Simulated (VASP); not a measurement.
PbSe, 2 atoms in the cell. The structure is cubic, space group Fm-3m (No. 225). The conventional cell has a = 6.083 Å, b = 6.083 Å, c = 6.083 Å, α = 90.00°, β = 90.00°, γ = 90.00°. Within 4.0 Å of Pb (site symmetry m-3m) lie 6 Se at 3.04 Å. Within 4.0 Å of Se (site symmetry m-3m) lie 6 Pb at 3.04 Å.  This cell differs from its parent crystal: volume scaled by 0.98.

| Item | Value |
| --- | --- |
| Program | VASP 6.6.1 |
| Task | electric field gradients |
| Functional | PBEsol |
| Potentials or basis | VASP PAW PBE potentials, release 64 (Pb_d, Se) |
| Cutoff | 400 eV |
| k mesh | 9 × 9 × 9 |
| Occupations | fermi-dirac, width 0.01 eV |
| Spin | no spin polarisation |
| Dipole correction | no |
| Further INCAR settings | ALGO = Normal; EDIFF = 1e-08; NBANDS = 17 |

Potentials or basis: VASP PAW PBE potentials, release 64 (Pb_d, Se).

Run with:

```console
$ cat potpaw_PBE.64/Pb_d/POTCAR potpaw_PBE.64/Se/POTCAR > POTCAR
$ mpirun -np 1 vasp_std > vasp.out
```

Hardware: 1 thread of Intel Xeon 8259CL (shared host).

Q: How long does it take, and how much memory?

A: It took 41 s on 1 thread of Intel Xeon 8259CL, with other jobs on the host, peak memory 0.17 GiB. Counts: scf iterations 13, k points 35.
